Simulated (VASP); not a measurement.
# Ag (Im-3m) in VASP: a series of runs

The runs below take Ag through single point, relaxation of cell and atoms, with r2SCAN.

All numbers are computed with VASP 6.6.1; they aren't measurements. Logs are shortened: lines on timing, memory, paths and dates and some standing lists are left out, and cuts for length are marked.

## (1) The cell of the first run

Symmetry: Im-3m, No. 229, cubic system. The conventional cell has a = 3.258 Å, b = 3.258 Å, c = 3.258 Å, α = 90.00°, β = 90.00°, γ = 90.00°. Ag (site symmetry m-3m) has 14 Ag at 2.82 to 3.26 Å within 3.7 Å.

This isn't the form of Ag at room conditions, which is fcc.

## (2) Single point, r2SCAN

File POSCAR:

```
Ag
1.0
   -1.6288495331      1.6288495331      1.6288495331
    1.6288495331     -1.6288495331      1.6288495331
    1.6288495331      1.6288495331     -1.6288495331
Ag
1
Direct
    0.0000000000      0.0000000000      0.0000000000
```

File INCAR.step1:

```
PREC = Accurate
ENCUT = 520
ISMEAR = 0
SIGMA = 0.1
LREAL = F
LASPH = T
NELM = 100
NBANDS = 12
GGA = PE
ALGO = Normal
EDIFF = 1E-4
LWAVE = T
LCHARG = F
```

File INCAR.step2:

```
PREC = Accurate
ENCUT = 520
EDIFF = 1E-6
ISMEAR = 0
SIGMA = 0.1
LREAL = F
LASPH = T
NELM = 100
ALGO = Normal
ISIF = 2
LWAVE = F
LCHARG = F
METAGGA = R2SCAN
LMIXTAU = T
NBANDS = 12
ISTART = 1
```

File KPOINTS:

```
Automatic mesh
0
Gamma
  18 18 18
```

Potentials or basis: VASP PAW PBE potentials, release 64 (Ag).

Command:

```sh
cat potpaw_PBE.64/Ag/POTCAR > POTCAR
cp INCAR.step1 INCAR
mpirun -np 1 vasp_std > vasp.out
cp INCAR.step2 INCAR
mpirun -np 1 vasp_std > vasp.out
```

OUTCAR:

```text
PREC = Accurate
   ENCUT = 520
   EDIFF = 1E-6
   ISMEAR = 0
   LREAL = F
   LASPH = T
   NELM = 100
   ISIF = 2
   METAGGA = R2SCAN
   ISTART = 1

 ion  position               nearest neighbor table
   1  0.000  0.000  0.000-

  LATTYP: Found a body centered cubic cell.
 ALAT       =     3.2576990662

  Lattice vectors:

 A1 = (  -1.6288495331,   1.6288495331,   1.6288495331)
 A2 = (   1.6288495331,  -1.6288495331,   1.6288495331)
 A3 = (   1.6288495331,   1.6288495331,  -1.6288495331)

Analysis of symmetry for initial positions (statically):
=====================================================================
 Subroutine PRICEL returns:
 Original cell was already a primitive cell.

 Routine SETGRP: Setting up the symmetry group for a
 body centered cubic supercell.

 Subroutine GETGRP returns: Found 48 space group operations
 (whereof 48 operations were pure point group operations)
 out of a pool of 48 trial point group operations.

The static configuration has the point symmetry O_h .

Analysis of symmetry for dynamics (positions and initial velocities):
=====================================================================
 Subroutine PRICEL returns:
 Original cell was already a primitive cell.

 Routine SETGRP: Setting up the symmetry group for a
 body centered cubic supercell.

 Subroutine GETGRP returns: Found 48 space group operations
 (whereof 48 operations were pure point group operations)
 out of a pool of 48 trial point group operations.

The dynamic configuration has the point symmetry O_h .

 Subroutine INISYM returns: Found 48 space group operations
 (whereof 48 operations are pure point group operations),
 and found     1 'primitive' translations

----------------------------------------------------------------------------------------

                                     Primitive cell

  volume of cell :      17.2863

  direct lattice vectors                    reciprocal lattice vectors
    -1.628849533  1.628849533  1.628849533     0.000000000  0.306965125  0.306965125
     1.628849533 -1.628849533  1.628849533     0.306965125  0.000000000  0.306965125
     1.628849533  1.628849533 -1.628849533     0.306965125  0.306965125  0.000000000

  length of vectors
     2.821250149  2.821250149  2.821250149     0.434114242  0.434114242  0.434114242

  position of ions in fractional coordinates (direct lattice)
     0.000000000  0.000000000  0.000000000

  ion indices of the primitive-cell ions
   primitive index   ion index
                 1           1

----------------------------------------------------------------------------------------

 KPOINTS: Automatic mesh

Automatic generation of k-mesh.
 Grid dimensions read from file:
 generate k-points for:   18   18   18

 Generating k-lattice:

  Cartesian coordinates                     Fractional coordinates (reciprocal lattice)
     0.000000000  0.017053618  0.017053618     0.055555556  0.000000000  0.000000000
     0.017053618  0.000000000  0.017053618     0.000000000  0.055555556  0.000000000
     0.017053618  0.017053618  0.000000000     0.000000000  0.000000000  0.055555556

  Length of vectors
     0.024117458  0.024117458  0.024117458

  Shift w.r.t. Gamma in fractional coordinates (k-lattice)
     0.000000000  0.000000000  0.000000000

 Subroutine IBZKPT returns following result:
 ===========================================

 Found    195 irreducible k-points:

 Following reciprocal coordinates:
            Coordinates               Weight
  0.000000  0.000000  0.000000      1.000000
  0.055556  0.000000  0.000000     12.000000
  0.111111  0.000000  0.000000     12.000000
  0.166667  0.000000  0.000000     12.000000
  0.222222  0.000000  0.000000     12.000000
  0.277778  0.000000  0.000000     12.000000
[... 16 lines left out ...]
  0.333333  0.111111  0.000000     48.000000
  0.388889  0.111111  0.000000     48.000000
 [... further k-points ...]
   k-points           NKPTS =    195   k-points in BZ     NKDIM =    195   number of bands    NBANDS=     12
   number of dos      NEDOS =    301   number of ions     NIONS =      1
   total plane-waves  NPLWV =  13824
   dimension x,y,z NGX =    24 NGY =   24 NGZ =   24
   dimension x,y,z NGXF=    48 NGYF=   48 NGZF=   48
   ions per type =               1
   NGX,Y,Z   is equivalent  to a cutoff of  14.14, 14.14, 14.14 a.u.
   NGXF,Y,Z  is equivalent  to a cutoff of  28.28, 28.28, 28.28 a.u.
 SYSTEM =  unknown system
   PREC   = accura    normal or accurate (medium, high low for compatibility)
   ISTART =      1    job   : 0-new  1-cont  2-samecut
   ICHARG =      0    charge: 1-file 2-atom 10-const
   ISPIN  =      1    spin polarized calculation?
   LNONCOLLINEAR =      F non collinear calculations
   LSORBIT =      F    spin-orbit coupling
   LASPH  =      T    aspherical Exc in radial PAW
   ENCUT  =  520.0 eV  38.22 Ry    6.18 a.u.   5.25  5.25  5.25*2*pi/ulx,y,z
   NELM   =    100;   NELMIN=  2; NELMDL=  0     # of ELM steps
   EDIFF  = 0.1E-05   stopping-criterion for ELM
   LREAL  =      F    real-space projection
   EDIFFG = 0.1E-04   stopping-criterion for IOM
   NSW    =      0    number of steps for IOM
   IBRION =     -1    ionic relax: 0-MD 1-quasi-New 2-CG
   NFREE  =      0    steps in history (QN), initial steepest desc. (CG)
   ISIF   =      2    stress and relaxation
   ISYM   =      2    0-nonsym 1-usesym 2-fastsym
   POTIM  = 0.5000    time-step for ionic-motion
   TEBEG  =    0.0;   TEEND  =   0.0 temperature during run
   PSTRESS=    0.0 pullay stress
   NELECT =      11.0000    total number of electrons
   NUPDOWN=      -1.0000    fix difference up-down
   EMIN   =  10.00;   EMAX   =-10.00  energy-range for DOS
   EFERMI =   0.00;   METHOD = LEGACY
   ISMEAR =     0;   SIGMA  =   0.10  broadening in eV -4-tet -1-fermi 0-gaus
   EFERMI_NEDOS =   21; number of points for ismear=-14 and -15
   IALGO  =     38    algorithm
   IMIX   =      4    mixing-type and parameters
     AMIX     =   0.40;   BMIX     =  1.00
     AMIX_MAG =   1.60;   BMIX_MAG =  1.00
  volume/ion in A,a.u.               =      17.29       116.65
  Fermi-wavevector in a.u.,A,eV,Ry     =   1.408115  2.660951 26.977463  1.982788
  Thomas-Fermi vector in A             =   2.530305
   LORBIT       =      0    0 simple, 1 ext, 2 COOP (PROOUT), +10 PAW based schemes
   METAGGA = R2SCAN    functional components
   LHFCALC =     F    Hartree Fock is set to
   AEXX    =    0.0000 exact exchange contribution
   IVDW    =     0    specifies the selected vdW correction
   LEPSILON=     F    determine dielectric tensor
   LRPA    =     F    only Hartree local field effects (RPA)
 non-spin polarized calculation
 Gauss-broadening in eV      SIGMA  =   0.10
  energy-cutoff  :      520.00
  volume of cell :       17.29
 maximum number of plane-waves:       478
 NGX is ok and might be reduce to    24
   NGX = 11   NGY = 11   NGZ = 11

 number of electron      11.0000002 magnetization

 Free energy of the ion-electron system (eV)
  ---------------------------------------------------
  ext. energy  EPLUGINS =         0.00000000
  ---------------------------------------------------
  free energy    TOTEN  =       -21.31969497 eV

  energy without entropy =      -21.31738220  energy(sigma->0) =      -21.31853858

 E-fermi :   8.2752     XC(G=0): -12.8694

 val. band max:        8.2707755618   @ k =  -0.3889   0.4444   0.1111
 cond. band min:       8.2883524630   @ k =   0.5000   0.0000   0.0000
 fundamental gap:      0.0175769012
 Fermi energy:         8.2751597480

 k-point     1 :       0.0000    0.0000    0.0000
  band No.  band energies     occupation
      1       0.4004      2.00000
      2       3.0414      2.00000
      3       3.0414      2.00000
      4       3.0414      2.00000
      5       4.3679      2.00000
      6       4.3679      2.00000
      7      26.9175      0.00000
      8      26.9175      0.00000
      9      26.9175      0.00000
     10      33.1911      0.00000
     11      33.1912      0.00000
     12      33.1916      0.00000

 k-point     2 :       0.0556    0.0000    0.0000
  band No.  band energies     occupation
      1       0.5051      2.00000
      2       3.0161      2.00000
      3       3.0458      2.00000
      4       3.1004      2.00000
      5       4.3400      2.00000
      6       4.3696      2.00000
      7      26.6420      0.00000
      8      26.8843      0.00000
      9      26.9848      0.00000
     10      31.7035      0.00000
     11      31.8889      0.00000
     12      32.4770      0.00000

 k-point     3 :       0.1111    0.0000    0.0000
  band No.  band energies     occupation
      1       0.8065      2.00000
      2       2.9441      2.00000
      3       3.0624      2.00000
      4       3.2735      2.00000
      5       4.2715      2.00000
      6       4.3752      2.00000
      7      25.6811      0.00000
      8      26.6468      0.00000
      9      27.1747      0.00000
     10      30.5364      0.00000
     11      30.7295      0.00000
     12      31.0259      0.00000
[... 286 lines left out ...]
 k-point    23 :       0.3333    0.1111    0.0000
  band No.  band energies     occupation
      1       1.8859      2.00000
      2       2.4116      2.00000
      3       4.1045      2.00000
      4       4.2807      2.00000
      5       4.7325      2.00000
      6       7.1551      2.00000
      7      15.2709      0.00000
      8      21.0756      0.00000
      9      23.3681      0.00000
     10      28.8891      0.00000
     11      31.9870      0.00000
     12      32.9519      0.00000

 k-point    24 :       0.3889    0.1111    0.0000
  band No.  band energies     occupation
      1       1.7978      2.00000
      2       2.3522      2.00000
      3       4.2103      2.00000
      4       4.3130      2.00000
      5       4.9519      2.00000
      6       8.4126      0.05188
      7      13.4448      0.00000
      8      20.6906      0.00000
      9      22.9074      0.00000
     10      29.0524      0.00000
     11      32.0182      0.00000
     12      33.0881      0.00000

 [... further k-points ...]
[... 5 lines left out ...]
  --------------------------------------------------------------------------------------
  -------------------------------------------------------------------------------------
  Total        0.1229107      0.1229107      0.1229107      0.0000000     -0.0000000      0.0000000
  in kB       11.3919334     11.3919334     11.3919334      0.0000000     -0.0000000      0.0000000
  external PRESSURE =      11.3919334 kB  Pullay stress =       0.0000000 kB

 VOLUME and BASIS-vectors are now :
 -----------------------------------------------------------------------------
  energy-cutoff  :      520.00
  volume of cell :       17.29
      direct lattice vectors                 reciprocal lattice vectors
    -1.628849533  1.628849533  1.628849533     0.000000000  0.306965125  0.306965125
     1.628849533 -1.628849533  1.628849533     0.306965125  0.000000000  0.306965125
     1.628849533  1.628849533 -1.628849533     0.306965125  0.306965125  0.000000000

 POSITION                                       TOTAL-FORCE (eV/Angst)
 -----------------------------------------------------------------------------------
      0.00000      0.00000      0.00000         0.000000      0.000000     -0.000000
 -----------------------------------------------------------------------------------
    total drift:                               -0.000000      0.000000      0.000000

  FREE ENERGIE OF THE ION-ELECTRON SYSTEM (eV)
  ---------------------------------------------------
  free  energy   TOTEN  =       -21.3196949659 eV

  energy  without entropy=      -21.3173821964  energy(sigma->0) =      -21.31853858
```

It took 1.9 min on 1 thread of Intel Xeon Platinum 8488C (Sapphire Rapids), shared host; peak memory 0.17 GiB.

Results:

* Free energy: -21.3197 eV
* Pressure: 1.1 GPa
* Band gap on the k mesh: zero (an odd number of electrons rules out a gap without spin polarisation)

Caveat: the PAW data sets were made with another functional, which shifts forces and pressure a little.

## (3) Single point, r2SCAN

This run uses another cell than the first one, of 17.63 Å³/atom.

File POSCAR:

```
Ag
1.0
   -1.6395304194      1.6395304194      1.6395304194
    1.6395304194     -1.6395304194      1.6395304194
    1.6395304194      1.6395304194     -1.6395304194
Ag
1
Direct
    0.0000000000      0.0000000000      0.0000000000
```

File INCAR.step1:

```
SYSTEM = Ag
PREC = Accurate
ENCUT = 520
ISMEAR = 0
SIGMA = 0.1
LREAL = .FALSE.
LASPH = .TRUE.
NELM = 60
NBANDS = 12
GGA = PE
ALGO = Normal
EDIFF = 1E-4
LWAVE = .TRUE.
LCHARG = .FALSE.
```

File INCAR.step2:

```
SYSTEM = Ag
PREC = Accurate
ENCUT = 520
EDIFF = 1E-6
ISMEAR = 0
SIGMA = 0.1
LREAL = .FALSE.
LASPH = .TRUE.
NELM = 60
ALGO = Normal
ISIF = 2
LWAVE = .FALSE.
LCHARG = .TRUE.
METAGGA = R2SCAN
LMIXTAU = .TRUE.
LELF = .TRUE.
LVHAR = .TRUE.
NBANDS = 12
ISTART = 1
```

File KPOINTS:

```
regular mesh
0
G
  18 18 18
  0 0 0
```

Potentials or basis: VASP PAW PBE potentials, release 64 (Ag).

Command:

```sh
cat potpaw_PBE.64/Ag/POTCAR > POTCAR
cp INCAR.step1 INCAR
mpirun -np 1 vasp_std > vasp.out
cp INCAR.step2 INCAR
mpirun -np 1 vasp_std > vasp.out
```

Run time: 1.9 min. Hardware: 1 thread of Intel Xeon Platinum 8488C (Sapphire Rapids), shared host; peak memory 0.18 GiB.

It converged, with:

- Free energy: -21.3201 eV
- Pressure: -0.8 GPa
- Band gap on the k mesh: zero (an odd number of electrons rules out a gap without spin polarisation)

Levels at points of the mesh, in eV from the Fermi level:
```csv
k point,band 4,band 5,band 6,band 7,band 8,band 9
"(0.00, 0.00, 0.00)",-5.16,-3.88,-3.88,18.56,18.56,18.56
"(0.50, 0.00, 0.00)",-3.77,-2.90,0.06,4.06,13.75,14.77
"(0.50, 0.50, 0.50)",-3.13,-3.13,7.11,7.11,7.11,12.82
```

Caveat: the PAW data sets were made with another functional, which shifts forces and pressure a little.

[end of part 1 of 2]
